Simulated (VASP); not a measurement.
# BaZrO3 (Pm-3m) in VASP: notebook

The runs below take BaZrO3 through dielectric tensor, with r2SCAN.

Program: VASP 6.6.1. These are calculated values, not measurements. Logs are shortened: lines on timing, memory, paths and dates and some standing lists are left out, and cuts for length are marked.

### Step 1. The cell of the first run

It takes space group Pm-3m (No. 221, cubic). The conventional cell has a = 4.121 Å, b = 4.121 Å, c = 4.121 Å, α = 90.00°, β = 90.00°, γ = 90.00°. Ba (site symmetry m-3m) has 12 O at 2.91 Å and 8 Zr at 3.57 Å within 3.8 Å. Zr (site symmetry m-3m) has 6 O at 2.06 Å within 2.7 Å. Within 2.7 Å of O (site symmetry 4/mmm) lie 2 Zr at 2.06 Å.

### Step 2. Dielectric tensor, r2SCAN (strain -2.0%)

INCAR reads:

```
ALGO = Normal
EDIFF = 1E-8
ENCUT = 520
ISIF = 2
ISMEAR = 0
LASPH = True
LCALCEPS = True
LCHARG = False
LMIXTAU = True
LREAL = False
LWAVE = False
METAGGA = R2SCAN
NELM = 80
PREC = Accurate
SIGMA = 0.01
```

KPOINTS reads:

```
k-points
0
Gamma
  6 6 6
```

POSCAR reads:

```
BaZrO3
1.0
    4.1212478159      0.0000000000      0.0000000000
    0.0000000000      4.1212478159      0.0000000000
    0.0000000000      0.0000000000      4.1212478159
Ba Zr O
1 1 3
Direct
    0.0000000000      0.0000000000      0.0000000000
    0.5000000000      0.5000000000      0.5000000000
    0.5000000000      0.5000000000      0.0000000000
    0.5000000000      0.0000000000      0.5000000000
    0.0000000000      0.5000000000      0.5000000000
```

Potentials or basis: VASP PAW PBE potentials, release 64 (Ba_sv, Zr_sv, O).

Command:

```sh
$ cat potpaw_PBE.64/Ba_sv/POTCAR potpaw_PBE.64/Zr_sv/POTCAR potpaw_PBE.64/O/POTCAR > POTCAR
$ mpirun -np 1 vasp_std > vasp.out
```

OUTCAR:

```text
EDIFF = 1E-8
   ENCUT = 520
   ISIF = 2
   ISMEAR = 0
   LASPH = True
   LREAL = False
   METAGGA = R2SCAN
   NELM = 80
   PREC = Accurate

 ion  position               nearest neighbor table
   1  0.000  0.000  0.000-   3 2.91   4 2.91   5 2.91   4 2.91   5 2.91   3 2.91   5 2.91   5 2.91
                             3 2.91   4 2.91   4 2.91   3 2.91   2 3.57   2 3.57   2 3.57   2 3.57
   2  0.500  0.500  0.500-   3 2.06   4 2.06   5 2.06   3 2.06   4 2.06   5 2.06   1 3.57   1 3.57
                             1 3.57   1 3.57   1 3.57   1 3.57   1 3.57   1 3.57
   3  0.500  0.500  0.000-   2 2.06   2 2.06   1 2.91   1 2.91   1 2.91   1 2.91
   4  0.500  0.000  0.500-   2 2.06   2 2.06   1 2.91   1 2.91   1 2.91   1 2.91
   5  0.000  0.500  0.500-   2 2.06   2 2.06   1 2.91   1 2.91   1 2.91   1 2.91

  LATTYP: Found a simple cubic cell.
 ALAT       =     4.1212478159

  Lattice vectors:

 A1 = (   4.1212478159,   0.0000000000,   0.0000000000)
 A2 = (   0.0000000000,   4.1212478159,   0.0000000000)
 A3 = (   0.0000000000,   0.0000000000,   4.1212478159)

Analysis of symmetry for initial positions (statically):
=====================================================================
 Subroutine PRICEL returns:
 Original cell was already a primitive cell.

 Routine SETGRP: Setting up the symmetry group for a
 simple cubic supercell.

 Subroutine GETGRP returns: Found 48 space group operations
 (whereof 48 operations were pure point group operations)
 out of a pool of 48 trial point group operations.

The static configuration has the point symmetry O_h .

Analysis of symmetry for dynamics (positions and initial velocities):
=====================================================================
 Subroutine PRICEL returns:
 Original cell was already a primitive cell.

 Routine SETGRP: Setting up the symmetry group for a
 simple cubic supercell.

 Subroutine GETGRP returns: Found 48 space group operations
 (whereof 48 operations were pure point group operations)
 out of a pool of 48 trial point group operations.

The dynamic configuration has the point symmetry O_h .

 Subroutine INISYM returns: Found 48 space group operations
 (whereof 48 operations are pure point group operations),
 and found     1 'primitive' translations

----------------------------------------------------------------------------------------

                                     Primitive cell

  volume of cell :      69.9981

  direct lattice vectors                    reciprocal lattice vectors
     4.121247816  0.000000000  0.000000000     0.242644957  0.000000000  0.000000000
     0.000000000  4.121247816  0.000000000     0.000000000  0.242644957  0.000000000
     0.000000000  0.000000000  4.121247816     0.000000000  0.000000000  0.242644957

  length of vectors
     4.121247816  4.121247816  4.121247816     0.242644957  0.242644957  0.242644957

  position of ions in fractional coordinates (direct lattice)
     0.000000000  0.000000000  0.000000000
     0.500000000  0.500000000  0.500000000
     0.500000000  0.500000000  0.000000000
     0.500000000  0.000000000  0.500000000
     0.000000000  0.500000000  0.500000000

  ion indices of the primitive-cell ions
   primitive index   ion index
                 1           1
                 2           2
                 3           3
                 4           4
                 5           5

----------------------------------------------------------------------------------------

 KPOINTS: k-points

Automatic generation of k-mesh.
 Grid dimensions read from file:
 generate k-points for:    6    6    6

 Generating k-lattice:

  Cartesian coordinates                     Fractional coordinates (reciprocal lattice)
     0.040440826  0.000000000  0.000000000     0.166666667  0.000000000  0.000000000
     0.000000000  0.040440826  0.000000000     0.000000000  0.166666667  0.000000000
     0.000000000  0.000000000  0.040440826     0.000000000  0.000000000  0.166666667

  Length of vectors
     0.040440826  0.040440826  0.040440826

[... 46 lines left out ...]
   ENCUT  =  520.0 eV  38.22 Ry    6.18 a.u.   7.66  7.66  7.66*2*pi/ulx,y,z
   NELM   =     80;   NELMIN=  2; NELMDL= -5     # of ELM steps
   EDIFF  = 0.1E-07   stopping-criterion for ELM
   LREAL  =      F    real-space projection
   EDIFFG = 0.1E-06   stopping-criterion for IOM
   NSW    =      0    number of steps for IOM
   IBRION =     -1    ionic relax: 0-MD 1-quasi-New 2-CG
   NFREE  =      0    steps in history (QN), initial steepest desc. (CG)
   ISIF   =      2    stress and relaxation
   ISYM   =      2    0-nonsym 1-usesym 2-fastsym
   POTIM  = 0.5000    time-step for ionic-motion
   TEBEG  =    0.0;   TEEND  =   0.0 temperature during run
   PSTRESS=    0.0 pullay stress
   NELECT =      40.0000    total number of electrons
   NUPDOWN=      -1.0000    fix difference up-down
   EMIN   =  10.00;   EMAX   =-10.00  energy-range for DOS
   EFERMI =   0.00;   METHOD = LEGACY
   ISMEAR =     0;   SIGMA  =   0.01  broadening in eV -4-tet -1-fermi 0-gaus
   EFERMI_NEDOS =   21; number of points for ismear=-14 and -15
   IALGO  =     38    algorithm
   IMIX   =      4    mixing-type and parameters
     AMIX     =   0.40;   BMIX     =  1.00
     AMIX_MAG =   1.60;   BMIX_MAG =  1.00
  volume/ion in A,a.u.               =      14.00        94.47
  Fermi-wavevector in a.u.,A,eV,Ry     =   1.358520  2.567231 25.110601  1.845577
  Thomas-Fermi vector in A             =   2.485346
   LORBIT       =      0    0 simple, 1 ext, 2 COOP (PROOUT), +10 PAW based schemes
   METAGGA = R2SCAN    functional components
   LHFCALC =     F    Hartree Fock is set to
   AEXX    =    0.0000 exact exchange contribution
   IVDW    =     0    specifies the selected vdW correction
   LEPSILON=     F    determine dielectric tensor
   LRPA    =     F    only Hartree local field effects (RPA)
   LRPA       =     F
 non-spin polarized calculation
 Gauss-broadening in eV      SIGMA  =   0.01
  energy-cutoff  :      520.00
  volume of cell :       70.00
 maximum number of plane-waves:      1924
 NGX is ok and might be reduce to    32
   NGX = 15   NGY = 15   NGZ = 15

 Total electronic dipole moment: p[elc]=(     0.00000     0.00000    -0.00000 ) |e| Angst

 number of electron      40.0000022 magnetization

 Free energy of the ion-electron system (eV)
  ---------------------------------------------------
  ext. energy  EPLUGINS =         0.00000000
  ---------------------------------------------------
  free energy    TOTEN  =       -84.92395605 eV

  energy without entropy =      -84.92395605  energy(sigma->0) =      -84.92395605

 E-fermi :   4.0093     XC(G=0): -11.6690

 val. band max:        3.8527393054   @ k =   0.5000   0.5000   0.5000
 cond. band min:   10000.0000000000   @ k =   0.0000   0.0000   0.0000
 fundamental gap:   9996.1472606946
 Fermi energy:         4.0093090730

 k-point     1 :       0.0000    0.0000    0.0000
  band No.  band energies     occupation
      1     -44.3226      2.00000
      2     -21.9938      2.00000
      3     -21.8422      2.00000
      4     -21.8422      2.00000
      5     -21.8422      2.00000
      6     -13.5678      2.00000
[... 637 lines left out ...]
     23   10000.0000      0.00000
     24   10000.0000      0.00000

 [... further k-points ...]

------------------------ aborting loop because EDIFF is reached ----------------------------------------

            Ionic dipole moment: p[ion]=(   -49.45497   -49.45497   -49.45497 ) |e| Angst

 Total electronic dipole moment: p[elc]=(     0.00000     0.00000     0.01355 ) |e| Angst

 MACROSCOPIC STATIC DIELECTRIC TENSOR (including local field effects)
 ------------------------------------------------------
           4.501869     0.000000    -0.000000
           0.000000     4.501869    -0.000000
          -0.000000    -0.000000     4.501869
 ------------------------------------------------------

 PIEZOELECTRIC TENSOR (including local field effects) (e Angst)
          XX          YY          ZZ          XY          YZ          ZX
  --------------------------------------------------------------------------------
  x     0.00000     0.00000     0.00000     0.00000     0.00000     0.00000
  y     0.00000     0.00000     0.00000     0.00000     0.00000     0.00000
  z     0.00000     0.00000     0.00000     0.00000     0.00000     0.00000

 PIEZOELECTRIC TENSOR (including local field effects) (C/m^2)
          XX          YY          ZZ          XY          YZ          ZX
  --------------------------------------------------------------------------------
  x     0.00000     0.00000     0.00000     0.00000     0.00000     0.00000
  y     0.00000     0.00000     0.00000     0.00000     0.00000     0.00000
  z     0.00000     0.00000     0.00000     0.00000     0.00000     0.00000

 BORN EFFECTIVE CHARGES (including local field effects) (in |e|, cummulative output)
 ---------------------------------------------------------------------------------
 ion    1
    1     2.70421     0.00000     0.00000
    2     0.00000     2.70421     0.00000
    3     0.00000     0.00000     2.70421
 ion    2
    1     6.02387     0.00000    -0.00000
    2    -0.00000     6.02387    -0.00000
    3     0.00000     0.00000     6.02387
 ion    3
    1    -2.00242    -0.00000     0.00000
    2     0.00000    -2.00242    -0.00000
    3     0.00000     0.00000    -4.72324
 ion    4
    1    -2.00242    -0.00000     0.00000
    2    -0.00000    -4.72324     0.00000
    3    -0.00000     0.00000    -2.00242
 ion    5
    1    -4.72324    -0.00000     0.00000
    2    -0.00000    -2.00242    -0.00000
    3     0.00000     0.00000    -2.00242

  FORCE on cell =-STRESS in cart. coord.  units (eV):
  Direction    XX          YY          ZZ          XY          YZ          ZX
  --------------------------------------------------------------------------------------
  -------------------------------------------------------------------------------------
  Total        5.4985897      5.4985897      5.4985897      0.0000000     -0.0000000     -0.0000000
  in kB      125.8565172    125.8565172    125.8565172      0.0000000     -0.0000000     -0.0000000
  external PRESSURE =     125.8565172 kB  Pullay stress =       0.0000000 kB

 VOLUME and BASIS-vectors are now :
 -----------------------------------------------------------------------------
  energy-cutoff  :      520.00
  volume of cell :       70.00
      direct lattice vectors                 reciprocal lattice vectors
     4.121247816  0.000000000  0.000000000     0.242644957  0.000000000  0.000000000
     0.000000000  4.121247816  0.000000000     0.000000000  0.242644957  0.000000000
     0.000000000  0.000000000  4.121247816     0.000000000  0.000000000  0.242644957

 POSITION                                       TOTAL-FORCE (eV/Angst)
 -----------------------------------------------------------------------------------
      0.00000      0.00000      0.00000         0.000000      0.000000      0.000000
      2.06062      2.06062      2.06062         0.000000      0.000000      0.000000
      2.06062      2.06062      0.00000         0.000000      0.000000      0.000000
      2.06062      0.00000      2.06062         0.000000      0.000000      0.000000
      0.00000      2.06062      2.06062         0.000000      0.000000      0.000000
 -----------------------------------------------------------------------------------
    total drift:                                0.000000     -0.000000     -0.000000

  FREE ENERGIE OF THE ION-ELECTRON SYSTEM (eV)
  ---------------------------------------------------
  free  energy   TOTEN  =       -84.9239560484 eV

  energy  without entropy=      -84.9239560484  energy(sigma->0) =      -84.92395605
```

Wall time 20 min (1 thread of Intel Xeon 6975P-C (Granite Rapids), shared host); peak memory 0.42 GiB.

Results:

```yaml
Band_gap_on_the_k_mesh: 3.82 eV (least direct gap 4.00 eV)
Electronic_dielectric_tensor_diagonal: 4.50
Born_charges_mean_of_the_diagonal: Ba +2.70; Zr +6.02; O -2.91 e
```

Electronic dielectric tensor:
```
4.50 0.00 0.00
0.00 4.50 0.00
0.00 0.00 4.50
```

Born effective charge tensors (e):
atom 1, Ba
```
2.70 0.00 0.00
0.00 2.70 0.00
0.00 0.00 2.70
```
atom 2, Zr
```
6.02 0.00 0.00
0.00 6.02 0.00
0.00 0.00 6.02
```
atom 3, O
```
-2.00  0.00  0.00
 0.00 -2.00  0.00
 0.00  0.00 -4.72
```
atom 4, O
```
-2.00  0.00  0.00
 0.00 -4.72  0.00
 0.00  0.00 -2.00
```
atom 5, O
```
-4.72  0.00  0.00
 0.00 -2.00  0.00
 0.00  0.00 -2.00
```

Dipole moments of the cell (e·Å, modulo the quantum): ionic -49.455, -49.455, -49.455; electronic 0.000, 0.000, 0.014

Caveat: the cell differs from its parent crystal (strain -2.0%); the PAW data sets were made with another functional, which shifts forces and pressure a little; spin-orbit coupling is left out, which moves the levels of the heavy elements.

(Continued in part 2 of 2.)

The gap in the log of VASP goes by the Fermi energy; the results here count the filled bands.